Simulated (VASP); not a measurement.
A run of VASP 6.6.1 is set up as follows.

Contents of INCAR:

```
SYSTEM = PbS
PREC = Accurate
ENCUT = 520
EDIFF = 1E-6
ISMEAR = 0
SIGMA = 0.05
LREAL = .FALSE.
LASPH = .TRUE.
NELM = 80
ALGO = Normal
ISIF = 2
LWAVE = .FALSE.
LCHARG = .FALSE.
GGA = PS
NBANDS = 17
```

The input KPOINTS:

```
regular mesh
0
G
  8 8 8
  0 0 0
```

File POSCAR:

```
PbS
1.0
    3.6261164333      0.0000000000      0.0000000000
    0.0000000000      3.6261164333      0.0000000000
    0.0000000000      0.0000000000      3.6261164333
Pb S
1 1
Direct
    0.0000000000      0.0000000000      0.0000000000
    0.5000000000      0.5000000000      0.5000000000
```

Potentials or basis: VASP PAW PBE potentials, release 64 (Pb_d, S).

Launch:

```bash
$ cat potpaw_PBE.64/Pb_d/POTCAR potpaw_PBE.64/S/POTCAR > POTCAR
$ mpirun -np 1 vasp_std > vasp.out
```

(1) Predict the pressure.

(2) What does it give for the band gap on the k mesh?

Results:

(1) -2.4 GPa.

(2) zero (band 10 reaches 6.20 eV, above the bottom of band 11 at 5.64 eV).

Caveat: the PAW data sets were made with another functional, which shifts forces and pressure a little; spin-orbit coupling is left out, which moves the levels of the heavy elements.
